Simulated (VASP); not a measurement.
TaN:

```
Ta N
1.0
     2.87802    0.00000    0.00000
    -1.43901    2.49244    0.00000
     0.00000    0.00000    2.82415
Ta N
1 1
Direct
  0.00000 0.00000 0.50000
  0.66667 0.33333 0.00000
```

This cell differs from its parent crystal: volume scaled by 0.94.

Base run:

```yaml
Program: VASP 6.6.1
Functional: PBEsol
Potentials_or_basis: VASP PAW PBE potentials, release 64 (Ta_pv, N)
Cutoff: 520 eV
k_mesh: 10 × 10 × 9
Occupations: fermi-dirac, width 0.05 eV
Spin: no spin polarisation
```

Its results: band gap on the k mesh zero (band 8 reaches 8.96 eV, above the bottom of band 9 at 8.65 eV); pressure 20.5 GPa.

Question: The run is repeated on the same cell with these changes: functional from PBEsol to LDA; potentials or basis from VASP PAW PBE potentials, release 64 (Ta_pv, N) to VASP PAW LDA potentials, release 64 (Ta_pv, N). What comes out?

Answer: Band gap on the k mesh zero (band 8 reaches 8.98 eV, above the bottom of band 9 at 8.67 eV); pressure 14.3 GPa.

Caveats: spin-orbit coupling is left out, which moves the levels of the heavy elements; the PAW data sets were made with another functional, which shifts forces and pressure a little (some runs).
